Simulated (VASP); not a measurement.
# WS2 (P6_3/mmc) in VASP: further runs

Runs on WS2. Level: r2SCAN. Tasks: single point.

Everything below comes from runs of VASP 6.6.1. Logs are shortened: lines on timing, memory, paths and dates and some standing lists are left out, and cuts for length are marked.

## (1) The cell of the first run

Symmetry: P6_3/mmc, No. 194, hexagonal system. The conventional cell has a = 3.182 Å, b = 3.182 Å, c = 13.590 Å, α = 90.00°, β = 90.00°, γ = 120.00°. W (site symmetry -6m2) has 6 S at 2.41 Å and 6 W at 3.18 Å within 3.2 Å. Within 3.2 Å of S (site symmetry 3m) lie 3 W at 2.41 Å and 7 S at 3.12 to 3.18 Å.

## (2) Single point, r2SCAN (strain along c alone, the other axes held: +4.0 %, then relaxed in part)

POSCAR

```
WS2
1.0
    3.1816189179      0.0000000000      0.0000000000
   -1.5908094589      2.7553628080      0.0000000000
    0.0000000000      0.0000000000     13.5900758494
W S
2 4
Direct
    0.3333333333      0.6666666667      0.2500000000
    0.6666666667      0.3333333333      0.7500000000
    0.3333333333      0.6666666667      0.6352074394
    0.6666666667      0.3333333333      0.1352074394
    0.3333333333      0.6666666667      0.8647925606
    0.6666666667      0.3333333333      0.3647925606
```

INCAR.step1

```
SYSTEM = WS2
PREC     = Accurate       ! precision mode
ENCUT    = 520            ! plane-wave cutoff, eV
ISMEAR   = 0              ! smearing method
SIGMA    = 0.02           ! smearing width, eV
LREAL    = .FALSE.        ! projectors in reciprocal space
LASPH    = .TRUE.         ! aspherical terms in the spheres
NELM     = 80             ! most SCF steps
NBANDS   = 35             ! bands
GGA      = PE             ! functional
ALGO     = Normal         ! electronic algorithm
EDIFF    = 1E-4           ! SCF threshold, eV
LWAVE    = .TRUE.         ! write WAVECAR
LCHARG   = .FALSE.        ! write CHGCAR
```

INCAR.step2

```
SYSTEM = WS2
PREC     = Accurate       ! precision mode
ENCUT    = 520            ! plane-wave cutoff, eV
EDIFF    = 1E-7           ! SCF threshold, eV
ISMEAR   = 0              ! smearing method
SIGMA    = 0.02           ! smearing width, eV
LREAL    = .FALSE.        ! projectors in reciprocal space
LASPH    = .TRUE.         ! aspherical terms in the spheres
NELM     = 80             ! most SCF steps
ALGO     = Normal         ! electronic algorithm
ISIF     = 2              ! what is computed and relaxed
LWAVE    = .FALSE.        ! write WAVECAR
LCHARG   = .FALSE.        ! write CHGCAR
METAGGA  = R2SCAN         ! meta-GGA
LMIXTAU  = .TRUE.       
NBANDS   = 35             ! bands
ISTART   = 1
```

KPOINTS

```
regular mesh
0
G
  12 12 2
  0 0 0
```

Potentials or basis: VASP PAW PBE potentials, release 64 (W_sv, S).

Started as:

```sh
> cat potpaw_PBE.64/W_sv/POTCAR potpaw_PBE.64/S/POTCAR > POTCAR
> cp INCAR.step1 INCAR
> mpirun -np 1 vasp_std > vasp.out
> cp INCAR.step2 INCAR
> mpirun -np 1 vasp_std > vasp.out
```

OUTCAR:

```text
SYSTEM = WS2
   PREC = Accurate
   ENCUT = 520
   EDIFF = 1E-7
   ISMEAR = 0
   LREAL = .FALSE.
   LASPH = .TRUE.
   NELM = 80
   ISIF = 2
   METAGGA = R2SCAN
   ISTART = 1

 ion  position               nearest neighbor table
   1  0.333  0.667  0.250-   4 2.41   6 2.41   4 2.41   6 2.41   4 2.41   6 2.41
   2  0.667  0.333  0.750-   3 2.41   5 2.41   3 2.41   5 2.41   3 2.41   5 2.41
   3  0.333  0.667  0.635-   2 2.41   2 2.41   2 2.41
   4  0.667  0.333  0.135-   1 2.41   1 2.41   1 2.41
   5  0.333  0.667  0.865-   2 2.41   2 2.41   2 2.41
   6  0.667  0.333  0.365-   1 2.41   1 2.41   1 2.41

  LATTYP: Found a hexagonal cell.
 ALAT       =     3.1816189179
 C/A-ratio  =     4.2714341975

  Lattice vectors:

 A1 = (   3.1816189179,   0.0000000000,   0.0000000000)
 A2 = (  -1.5908094589,   2.7553628080,   0.0000000000)
 A3 = (   0.0000000000,   0.0000000000,  13.5900758494)

Analysis of symmetry for initial positions (statically):
=====================================================================
 Subroutine PRICEL returns:
 Original cell was already a primitive cell.

 Routine SETGRP: Setting up the symmetry group for a
 hexagonal supercell.

 Subroutine GETGRP returns: Found 24 space group operations
 (whereof 12 operations were pure point group operations)
 out of a pool of 24 trial point group operations.

The static configuration has the point symmetry D_3d.
 The point group associated with its full space group is D_6h.

Analysis of symmetry for dynamics (positions and initial velocities):
=====================================================================
 Subroutine PRICEL returns:
 Original cell was already a primitive cell.

 Routine SETGRP: Setting up the symmetry group for a
 hexagonal supercell.

 Subroutine GETGRP returns: Found 24 space group operations
 (whereof 12 operations were pure point group operations)
 out of a pool of 24 trial point group operations.

The dynamic configuration has the point symmetry D_3d.
 The point group associated with its full space group is D_6h.

 Subroutine INISYM returns: Found 24 space group operations
 (whereof 12 operations are pure point group operations),
 and found     1 'primitive' translations

----------------------------------------------------------------------------------------

                                     Primitive cell

  volume of cell :     119.1376

  direct lattice vectors                    reciprocal lattice vectors
     3.181618918  0.000000000  0.000000000     0.314305398  0.181464306  0.000000000
    -1.590809459  2.755362808  0.000000000     0.000000000  0.362928612  0.000000000
     0.000000000  0.000000000 13.590075849     0.000000000  0.000000000  0.073583107

  length of vectors
     3.181618918  3.181618918 13.590075849     0.362928612  0.362928612  0.073583107

  position of ions in fractional coordinates (direct lattice)
     0.333333333  0.666666667  0.250000000
     0.666666667  0.333333333  0.750000000
     0.333333333  0.666666667  0.635207439
     0.666666667  0.333333333  0.135207439
     0.333333333  0.666666667  0.864792561
     0.666666667  0.333333333  0.364792561

  ion indices of the primitive-cell ions
   primitive index   ion index
                 1           1
                 2           2
                 3           3
                 4           4
                 5           5
                 6           6

----------------------------------------------------------------------------------------

 KPOINTS: regular mesh

Automatic generation of k-mesh.
 Grid dimensions read from file:
 generate k-points for:   12   12    2

 Generating k-lattice:

  Cartesian coordinates                     Fractional coordinates (reciprocal lattice)
     0.026192116  0.015122026  0.000000000     0.083333333 -0.000000000  0.000000000
     0.000000000  0.030244051  0.000000000     0.000000000  0.083333333  0.000000000
     0.000000000  0.000000000  0.036791553     0.000000000  0.000000000  0.500000000

  Length of vectors
     0.030244051  0.030244051  0.036791553

  Shift w.r.t. Gamma in fractional coordinates (k-lattice)
     0.000000000  0.000000000  0.000000000

 Subroutine IBZKPT returns following result:
 ===========================================

 Found     38 irreducible k-points:

 Following reciprocal coordinates:
            Coordinates               Weight
  0.000000  0.000000  0.000000      1.000000
  0.083333 -0.000000  0.000000      6.000000
  0.166667 -0.000000  0.000000      6.000000
  0.250000  0.000000  0.000000      6.000000
  0.333333  0.000000  0.000000      6.000000
  0.416667 -0.000000  0.000000      6.000000
[... 16 lines left out ...]
  0.250000  0.000000  0.500000      6.000000
  0.333333  0.000000  0.500000      6.000000
 [... further k-points ...]
   k-points           NKPTS =     38   k-points in BZ     NKDIM =     38   number of bands    NBANDS=     35
   number of dos      NEDOS =    301   number of ions     NIONS =      6
   total plane-waves  NPLWV =  62208
   dimension x,y,z NGX =    24 NGY =   24 NGZ =  108
   dimension x,y,z NGXF=    48 NGYF=   48 NGZF=  216
   ions per type =               2   4
   NGX,Y,Z   is equivalent  to a cutoff of  12.54, 12.54, 13.21 a.u.
   NGXF,Y,Z  is equivalent  to a cutoff of  25.08, 25.08, 26.42 a.u.
 SYSTEM =  WS2
   PREC   = accura    normal or accurate (medium, high low for compatibility)
   ISTART =      1    job   : 0-new  1-cont  2-samecut
   ICHARG =      0    charge: 1-file 2-atom 10-const
   ISPIN  =      1    spin polarized calculation?
   LNONCOLLINEAR =      F non collinear calculations
   LSORBIT =      F    spin-orbit coupling
   LASPH  =      T    aspherical Exc in radial PAW
   ENCUT  =  520.0 eV  38.22 Ry    6.18 a.u.   5.92  5.92 25.27*2*pi/ulx,y,z
   NELM   =     80;   NELMIN=  2; NELMDL=  0     # of ELM steps
   EDIFF  = 0.1E-06   stopping-criterion for ELM
   LREAL  =      F    real-space projection
   EDIFFG = 0.1E-05   stopping-criterion for IOM
   NSW    =      0    number of steps for IOM
   IBRION =     -1    ionic relax: 0-MD 1-quasi-New 2-CG
   NFREE  =      0    steps in history (QN), initial steepest desc. (CG)
   ISIF   =      2    stress and relaxation
   ISYM   =      2    0-nonsym 1-usesym 2-fastsym
   POTIM  = 0.5000    time-step for ionic-motion
   TEBEG  =    0.0;   TEEND  =   0.0 temperature during run
   PSTRESS=    0.0 pullay stress
   NELECT =      52.0000    total number of electrons
   NUPDOWN=      -1.0000    fix difference up-down
   EMIN   =  10.00;   EMAX   =-10.00  energy-range for DOS
   EFERMI =   0.00;   METHOD = LEGACY
   ISMEAR =     0;   SIGMA  =   0.02  broadening in eV -4-tet -1-fermi 0-gaus
   EFERMI_NEDOS =   21; number of points for ismear=-14 and -15
   IALGO  =     38    algorithm
   IMIX   =      4    mixing-type and parameters
     AMIX     =   0.40;   BMIX     =  1.00
     AMIX_MAG =   1.60;   BMIX_MAG =  1.00
  volume/ion in A,a.u.               =      19.86       134.00
  Fermi-wavevector in a.u.,A,eV,Ry     =   1.241823  2.346705 20.981873  1.542124
  Thomas-Fermi vector in A             =   2.376204
   LORBIT       =      0    0 simple, 1 ext, 2 COOP (PROOUT), +10 PAW based schemes
   METAGGA = R2SCAN    functional components
   LHFCALC =     F    Hartree Fock is set to
   AEXX    =    0.0000 exact exchange contribution
   IVDW    =     0    specifies the selected vdW correction
   LEPSILON=     F    determine dielectric tensor
   LRPA    =     F    only Hartree local field effects (RPA)
 non-spin polarized calculation
 Gauss-broadening in eV      SIGMA  =   0.02
  energy-cutoff  :      520.00
  volume of cell :      119.14
 maximum number of plane-waves:      3234
 NGX is ok and might be reduce to    24
   NGX = 11   NGY = 11   NGZ = 51

 number of electron      51.9999996 magnetization

 Free energy of the ion-electron system (eV)
  ---------------------------------------------------
  ext. energy  EPLUGINS =         0.00000000
  ---------------------------------------------------
  free energy    TOTEN  =      -140.15867347 eV

  energy without entropy =     -140.15867347  energy(sigma->0) =     -140.15867347

 E-fermi :   5.9426     XC(G=0): -10.8230

 val. band max:        5.7363845444   @ k =   0.0000   0.0000   0.0000
 cond. band min:       7.2468115063   @ k =   0.3333   0.3333   0.0000
 fundamental gap:      1.5104269619
 Fermi energy:         5.9425633712

 k-point     1 :       0.0000    0.0000    0.0000
  band No.  band energies     occupation
      1     -70.6356      2.00000
      2     -70.6356      2.00000
      3     -34.2230      2.00000
      4     -34.2230      2.00000
      5     -34.0690      2.00000
      6     -34.0690      2.00000
[... 27 lines left out ...]
     34       8.5862      0.00000
     35      11.0470      0.00000

 k-point     2 :       0.0833   -0.0000    0.0000
  band No.  band energies     occupation
      1     -70.6343      2.00000
      2     -70.6343      2.00000
      3     -34.2185      2.00000
      4     -34.2185      2.00000
      5     -34.0935      2.00000
      6     -34.0935      2.00000
[... 27 lines left out ...]
     34       8.6369      0.00000
     35      11.5691      0.00000

 k-point     3 :       0.1667   -0.0000    0.0000
  band No.  band energies     occupation
      1     -70.6308      2.00000
      2     -70.6308      2.00000
      3     -34.2062      2.00000
      4     -34.2061      2.00000
      5     -34.1599      2.00000
      6     -34.1599      2.00000
[... 27 lines left out ...]
     34       9.1599      0.00000
     35      12.5491      0.00000
[... 723 lines left out ...]
 k-point    23 :       0.2500    0.0000    0.5000
  band No.  band energies     occupation
      1     -70.6260      2.00000
      2     -70.6260      2.00000
      3     -34.2495      2.00000
      4     -34.2495      2.00000
      5     -34.1893      2.00000
      6     -34.1893      2.00000
[... 27 lines left out ...]
     34       9.6730      0.00000
     35      13.0586      0.00000

 k-point    24 :       0.3333    0.0000    0.5000
  band No.  band energies     occupation
      1     -70.6212      2.00000
      2     -70.6212      2.00000
      3     -34.3378      2.00000
      4     -34.3378      2.00000
      5     -34.1723      2.00000
      6     -34.1723      2.00000
[... 27 lines left out ...]
     34      10.0596      0.00000
     35      12.4877      0.00000

 [... further k-points ...]
[... 5 lines left out ...]
  --------------------------------------------------------------------------------------
  -------------------------------------------------------------------------------------
  Total        0.0833749      0.0833749     -0.2188345      0.0000000      0.0000000      0.0000000
  in kB        1.1212356      1.1212356     -2.9429135      0.0000000      0.0000000      0.0000000
  external PRESSURE =      -0.2334808 kB  Pullay stress =       0.0000000 kB

 VOLUME and BASIS-vectors are now :
 -----------------------------------------------------------------------------
  energy-cutoff  :      520.00
  volume of cell :      119.14
      direct lattice vectors                 reciprocal lattice vectors
     3.181618918  0.000000000  0.000000000     0.314305398  0.181464306  0.000000000
    -1.590809459  2.755362808  0.000000000     0.000000000  0.362928612  0.000000000
     0.000000000  0.000000000 13.590075849     0.000000000  0.000000000  0.073583107

 POSITION                                       TOTAL-FORCE (eV/Angst)
 -----------------------------------------------------------------------------------
     -0.00000      1.83691      3.39752        -0.000000      0.000000      0.000000
      1.59081      0.91845     10.19256         0.000000     -0.000000      0.000000
     -0.00000      1.83691      8.63252        -0.000000      0.000000     -0.027447
      1.59081      0.91845      1.83748        -0.000000      0.000000     -0.027447
     -0.00000      1.83691     11.75260        -0.000000     -0.000000      0.027447
      1.59081      0.91845      4.95756        -0.000000     -0.000000      0.027447
 -----------------------------------------------------------------------------------
    total drift:                               -0.000000      0.000000     -0.000000

  FREE ENERGIE OF THE ION-ELECTRON SYSTEM (eV)
  ---------------------------------------------------
  free  energy   TOTEN  =      -140.1586734718 eV

  energy  without entropy=     -140.1586734718  energy(sigma->0) =     -140.15867347
```

It took 5.6 min on 1 thread of AMD EPYC 9R45 (Zen 5), shared host; peak memory 0.29 GiB.

Results:

```yaml
Free_energy: -140.1587 eV
Pressure: 0.0 GPa
Largest_force: 0.027 eV/Å
Band_gap_on_the_k_mesh: 1.51 eV, indirect (least direct gap 1.90 eV)
```

Forces in eV/Å, atoms in the order of the input:
```
W    0.000  0.000  0.000
W    0.000  0.000  0.000
S    0.000  0.000 -0.027
S    0.000  0.000 -0.027
S    0.000  0.000  0.027
S    0.000  0.000  0.027
```

Stress tensor (GPa, compression positive):
```
 0.11  0.00  0.00
 0.00  0.11  0.00
 0.00  0.00 -0.29
```

Caveat: the cell differs from its parent crystal (strain along c alone, the other axes held: +4.0 %, then relaxed in part); the PAW data sets were made with another functional, which shifts forces and pressure a little; spin-orbit coupling is left out, which moves the levels of the heavy elements. A k mesh can miss the band edges.

[end of part 1 of 2]
